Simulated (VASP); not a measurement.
# Rh (Pm-3n) in VASP: relaxation of cell and atoms with PBEsol

Aim: the relaxation of cell and atoms of Rh with PBEsol.

Program: VASP 6.6.1. These are calculated values, not measurements. Logs are shortened: lines on timing, memory, paths and dates and some standing lists are left out, and cuts for length are marked.

**1. The cell of the first run**

It takes space group Pm-3n (No. 223, cubic). The conventional cell has a = 4.792 Å, b = 4.792 Å, c = 4.792 Å, α = 90.00°, β = 90.00°, γ = 90.00°. Rh (site symmetry m-3) has 12 Rh at 2.68 Å within 3.5 Å. Rh (site symmetry -4m2) has 14 Rh at 2.40 to 2.93 Å within 3.2 Å.

**2. Relaxation of cell and atoms, PBEsol**

The input, INCAR:

```
PREC     = Accurate       # precision mode
ENCUT    = 600            # plane-wave cutoff, eV
EDIFF    = 1E-6           # SCF threshold, eV
ISMEAR   = -1             # smearing method
SIGMA    = 0.1            # smearing width, eV
LREAL    = False          # projectors in reciprocal space
LASPH    = True           # aspherical terms in the spheres
NELM     = 80             # most SCF steps
ALGO     = Normal         # electronic algorithm
ISIF     = 3              # what is computed and relaxed
LWAVE    = False          # write WAVECAR
LCHARG   = False          # write CHGCAR
GGA      = PS             # functional
IBRION   = 2              # ionic algorithm
NSW      = 80             # ionic steps
EDIFFG   = -0.01          # ionic threshold
```

The input, KPOINTS:

```
regular mesh
0
Gamma
  6 6 6
```

The input, POSCAR:

```
Rh
1.0
    4.7916057449      0.0000000000      0.0000000000
    0.0000000000      4.7916057449      0.0000000000
    0.0000000000      0.0000000000      4.7916057449
Rh
8
Direct
    0.0000000000      0.0000000000      0.0000000000
    0.5000000000      0.5000000000      0.5000000000
    0.2500000000      0.0000000000      0.5000000000
    0.7500000000      0.0000000000      0.5000000000
    0.5000000000      0.2500000000      0.0000000000
    0.5000000000      0.7500000000      0.0000000000
    0.0000000000      0.5000000000      0.2500000000
    0.0000000000      0.5000000000      0.7500000000
```

Potentials or basis: VASP PAW PBE potentials, release 64 (Rh_pv).

Started as:

```
$ cat potpaw_PBE.64/Rh_pv/POTCAR > POTCAR
$ mpirun -np 1 vasp_std > vasp.out
```

OUTCAR:

```text
PREC = Accurate
   ENCUT = 600
   EDIFF = 1E-6
   ISMEAR = -1
   LREAL = False
   LASPH = True
   NELM = 80
   ISIF = 3
   GGA = PS
   IBRION = 2
   NSW = 80
   EDIFFG = -0.01

 ion  position               nearest neighbor table
   1  0.000  0.000  0.000-   3 2.68   4 2.68   5 2.68   6 2.68   7 2.68   8 2.68   3 2.68   4 2.68
                             7 2.68   8 2.68   5 2.68   6 2.68
   2  0.500  0.500  0.500-   3 2.68   4 2.68   5 2.68   6 2.68   7 2.68   8 2.68   5 2.68   6 2.68
                             3 2.68   4 2.68   7 2.68   8 2.68
   3  0.250  0.000  0.500-   4 2.40   4 2.40   1 2.68   1 2.68   2 2.68   2 2.68   8 2.93   5 2.93
                             5 2.93   6 2.93   6 2.93   7 2.93   8 2.93   7 2.93
   4  0.750  0.000  0.500-   3 2.40   3 2.40   1 2.68   1 2.68   2 2.68   2 2.68   8 2.93   5 2.93
                             5 2.93   6 2.93   6 2.93   7 2.93   8 2.93   7 2.93
   5  0.500  0.250  0.000-   6 2.40   6 2.40   1 2.68   2 2.68   2 2.68   1 2.68   8 2.93   4 2.93
                             3 2.93   4 2.93   3 2.93   7 2.93   7 2.93   8 2.93
   6  0.500  0.750  0.000-   5 2.40   5 2.40   1 2.68   2 2.68   2 2.68   1 2.68   8 2.93   4 2.93
                             3 2.93   4 2.93   3 2.93   7 2.93   7 2.93   8 2.93
   7  0.000  0.500  0.250-   8 2.40   8 2.40   1 2.68   2 2.68   1 2.68   2 2.68   3 2.93   4 2.93
                             5 2.93   3 2.93   4 2.93   6 2.93   5 2.93   6 2.93
   8  0.000  0.500  0.750-   7 2.40   7 2.40   1 2.68   2 2.68   1 2.68   2 2.68   3 2.93   4 2.93
                             5 2.93   3 2.93   4 2.93   6 2.93   5 2.93   6 2.93

  LATTYP: Found a simple cubic cell.
 ALAT       =     4.7916057449

  Lattice vectors:

 A1 = (   4.7916057449,   0.0000000000,   0.0000000000)
 A2 = (   0.0000000000,   4.7916057449,   0.0000000000)
 A3 = (   0.0000000000,   0.0000000000,   4.7916057449)

Analysis of symmetry for initial positions (statically):
=====================================================================
 Subroutine PRICEL returns:
 Original cell was already a primitive cell.

 Routine SETGRP: Setting up the symmetry group for a
 simple cubic supercell.

 Subroutine GETGRP returns: Found 48 space group operations
 (whereof 24 operations were pure point group operations)
 out of a pool of 48 trial point group operations.

The static configuration has the point symmetry T_h .
 The point group associated with its full space group is O_h .

Analysis of symmetry for dynamics (positions and initial velocities):
=====================================================================
 Subroutine PRICEL returns:
 Original cell was already a primitive cell.

 Routine SETGRP: Setting up the symmetry group for a
 simple cubic supercell.

 Subroutine GETGRP returns: Found 48 space group operations
 (whereof 24 operations were pure point group operations)
 out of a pool of 48 trial point group operations.

The dynamic configuration has the point symmetry T_h .
 The point group associated with its full space group is O_h .

 Subroutine INISYM returns: Found 48 space group operations
 (whereof 24 operations are pure point group operations),
 and found     1 'primitive' translations

----------------------------------------------------------------------------------------

                                     Primitive cell

  volume of cell :     110.0128

  direct lattice vectors                    reciprocal lattice vectors
     4.791605745  0.000000000  0.000000000     0.208698306  0.000000000  0.000000000
     0.000000000  4.791605745  0.000000000     0.000000000  0.208698306  0.000000000
     0.000000000  0.000000000  4.791605745     0.000000000  0.000000000  0.208698306

  length of vectors
     4.791605745  4.791605745  4.791605745     0.208698306  0.208698306  0.208698306

  position of ions in fractional coordinates (direct lattice)
     0.000000000  0.000000000  0.000000000
     0.500000000  0.500000000  0.500000000
     0.250000000  0.000000000  0.500000000
     0.750000000  0.000000000  0.500000000
     0.500000000  0.250000000  0.000000000
     0.500000000  0.750000000  0.000000000
     0.000000000  0.500000000  0.250000000
     0.000000000  0.500000000  0.750000000

  ion indices of the primitive-cell ions
   primitive index   ion index
                 1           1
                 2           2
                 3           3
                 4           4
                 5           5
                 6           6
                 7           7
                 8           8

----------------------------------------------------------------------------------------

 KPOINTS: regular mesh

Automatic generation of k-mesh.
 Grid dimensions read from file:
 generate k-points for:    6    6    6

 Generating k-lattice:

  Cartesian coordinates                     Fractional coordinates (reciprocal lattice)
     0.034783051  0.000000000  0.000000000     0.166666667  0.000000000  0.000000000
     0.000000000  0.034783051  0.000000000     0.000000000  0.166666667  0.000000000
     0.000000000  0.000000000  0.034783051     0.000000000  0.000000000  0.166666667

  Length of vectors
     0.034783051  0.034783051  0.034783051

  Shift w.r.t. Gamma in fractional coordinates (k-lattice)
     0.000000000  0.000000000  0.000000000

 Subroutine IBZKPT returns following result:
 ===========================================

 Found     20 irreducible k-points:

 Following reciprocal coordinates:
            Coordinates               Weight
  0.000000  0.000000  0.000000      1.000000
  0.166667  0.000000  0.000000      6.000000
  0.333333  0.000000  0.000000      6.000000
  0.500000  0.000000  0.000000      3.000000
  0.166667  0.166667  0.000000     12.000000
  0.333333  0.166667  0.000000     24.000000
[... 12 lines left out ...]
  0.500000  0.500000  0.333333      6.000000
  0.500000  0.500000  0.500000      1.000000
   k-points           NKPTS =     20   k-points in BZ     NKDIM =     20   number of bands    NBANDS=     72
   number of dos      NEDOS =    301   number of ions     NIONS =      8
   total plane-waves  NPLWV =  64000
   dimension x,y,z NGX =    40 NGY =   40 NGZ =   40
   dimension x,y,z NGXF=    80 NGYF=   80 NGZF=   80
   ions per type =               8
   NGX,Y,Z   is equivalent  to a cutoff of  13.88, 13.88, 13.88 a.u.
   NGXF,Y,Z  is equivalent  to a cutoff of  27.76, 27.76, 27.76 a.u.
 SYSTEM =  unknown system
   PREC   = accura    normal or accurate (medium, high low for compatibility)
   ISTART =      0    job   : 0-new  1-cont  2-samecut
   ICHARG =      2    charge: 1-file 2-atom 10-const
   ISPIN  =      1    spin polarized calculation?
   LNONCOLLINEAR =      F non collinear calculations
   LSORBIT =      F    spin-orbit coupling
   LASPH  =      T    aspherical Exc in radial PAW
   ENCUT  =  600.0 eV  44.10 Ry    6.64 a.u.   9.57  9.57  9.57*2*pi/ulx,y,z
   NELM   =     80;   NELMIN=  2; NELMDL= -5     # of ELM steps
   EDIFF  = 0.1E-05   stopping-criterion for ELM
   LREAL  =      F    real-space projection
   EDIFFG = -.1E-01   stopping-criterion for IOM
   NSW    =     80    number of steps for IOM
   IBRION =      2    ionic relax: 0-MD 1-quasi-New 2-CG
   NFREE  =      1    steps in history (QN), initial steepest desc. (CG)
   ISIF   =      3    stress and relaxation
   ISYM   =      2    0-nonsym 1-usesym 2-fastsym
   POTIM  = 0.5000    time-step for ionic-motion
   TEBEG  =    0.0;   TEEND  =   0.0 temperature during run
   PSTRESS=    0.0 pullay stress
   NELECT =     120.0000    total number of electrons
   NUPDOWN=      -1.0000    fix difference up-down
   EMIN   =  10.00;   EMAX   =-10.00  energy-range for DOS
   EFERMI =   0.00;   METHOD = LEGACY
   ISMEAR =    -1;   SIGMA  =   0.10  broadening in eV -4-tet -1-fermi 0-gaus
   EFERMI_NEDOS =   21; number of points for ismear=-14 and -15
   IALGO  =     38    algorithm
   IMIX   =      4    mixing-type and parameters
     AMIX     =   0.40;   BMIX     =  1.00
     AMIX_MAG =   1.60;   BMIX_MAG =  1.00
  volume/ion in A,a.u.               =      13.75        92.80
  Fermi-wavevector in a.u.,A,eV,Ry     =   1.685211  3.184586 38.639656  2.839935
  Thomas-Fermi vector in A             =   2.768095
   LORBIT       =      0    0 simple, 1 ext, 2 COOP (PROOUT), +10 PAW based schemes
   GGA     = PS    functional components
   LHFCALC =     F    Hartree Fock is set to
   AEXX    =    0.0000 exact exchange contribution
   IVDW    =     0    specifies the selected vdW correction
   LEPSILON=     F    determine dielectric tensor
   LRPA    =     F    only Hartree local field effects (RPA)
 conjugate gradient relaxation of ions
 non-spin polarized calculation
  energy-cutoff  :      600.00
  volume of cell :      110.01
 maximum number of plane-waves:      3743
 NGX is ok and might be reduce to    40
   NGX = 19   NGY = 19   NGZ = 19

--------------------------------------- Ionic step        1  -------------------------------------------

 number of electron     120.0000030 magnetization

 Free energy of the ion-electron system (eV)
  ---------------------------------------------------
  ext. energy  EPLUGINS =         0.00000000
  ---------------------------------------------------
  free energy    TOTEN  =       -62.71131329 eV

  energy without entropy =      -62.23340956  energy(sigma->0) =      -62.47236142

------------------------ aborting loop because EDIFF is reached ----------------------------------------

  FORCE on cell =-STRESS in cart. coord.  units (eV):
  Direction    XX          YY          ZZ          XY          YZ          ZX
  --------------------------------------------------------------------------------------
  -------------------------------------------------------------------------------------
  Total        3.2841509      3.2841509      3.2841509      0.0000000      0.0000000     -0.0000000
  in kB       47.8289062     47.8289062     47.8289062      0.0000000      0.0000000     -0.0000000
  external PRESSURE =      47.8289062 kB  Pullay stress =       0.0000000 kB
[... 69 lines left out ...]
  energy  without entropy=      -62.0569803318  energy(sigma->0) =      -62.31937325

--------------------------------------- Ionic step        3  -------------------------------------------

 number of electron     120.0000038 magnetization

 Free energy of the ion-electron system (eV)
  ---------------------------------------------------
  ext. energy  EPLUGINS =         0.00000000
  ---------------------------------------------------
  free energy    TOTEN  =       -62.73916422 eV

  energy without entropy =      -62.24792653  energy(sigma->0) =      -62.49354538

 E-fermi :  11.4669     XC(G=0): -14.0818

 val. band max:       11.4654727855   @ k =   0.3333   0.3333   0.0000
 cond. band min:      11.4942653894   @ k =   0.5000   0.3333   0.1667
 fundamental gap:      0.0287926039
 Fermi energy:        11.4669223648

 k-point     1 :       0.0000    0.0000    0.0000
  band No.  band energies     occupation
      1     -35.8956      2.00000
      2     -35.8956      2.00000
      3     -35.8179      2.00000
      4     -35.3563      2.00000
      5     -35.3563      2.00000
      6     -35.3563      2.00000
[... 1524 lines left out ...]
  FREE ENERGIE OF THE ION-ELECTRON SYSTEM (eV)
  ---------------------------------------------------
  free  energy   TOTEN  =       -62.7391642205 eV

  energy  without entropy=      -62.2479265308  energy(sigma->0) =      -62.49354538

 reached required accuracy - stopping structural energy minimisation
```

It took 12 min on 1 thread of Intel Xeon 8259CL, shared host; peak memory 0.33 GiB.

What came out:

* Free energy: -62.7392 eV
* Relaxed volume: 13.99 Å³/atom
* Relaxed cell: a = 4.819 Å, b = 4.819 Å, c = 4.819 Å, α = 90.00°, β = 90.00°, γ = 90.00°
* Space group after relaxing (to 0.1 Å): Pm-3n (No. 223)
* Energy gained by relaxing: 3.5 meV/atom
* Ionic steps: 3
* Pressure after relaxing: -0.1 GPa
* Band gap on the k mesh: zero (bands 60 and 61 overlap by 0.45 eV)

Step by step:
```
step  energy change (eV)  largest force (eV/Å)  pressure (GPa)  volume (Å³)
   1              0.0000                0.0000            4.78       110.01
   2              0.1295                0.0000          -10.08       116.68
   3             -0.0279                0.0000           -0.05       111.93
```

Final structure:
```
CELL_PARAMETERS angstrom
4.81926 0.00000 0.00000
0.00000 4.81926 0.00000
0.00000 0.00000 4.81926
ATOMIC_POSITIONS crystal
Rh 0.00000 0.00000 0.00000
Rh 0.50000 0.50000 0.50000
Rh 0.25000 0.00000 0.50000
Rh 0.75000 0.00000 0.50000
Rh 0.50000 0.25000 0.00000
Rh 0.50000 0.75000 0.00000
Rh 0.00000 0.50000 0.25000
Rh 0.00000 0.50000 0.75000
```

Caveat: the PAW data sets were made with another functional, which shifts forces and pressure a little.

The gap in the log of VASP goes by the Fermi energy; the results here count the filled bands.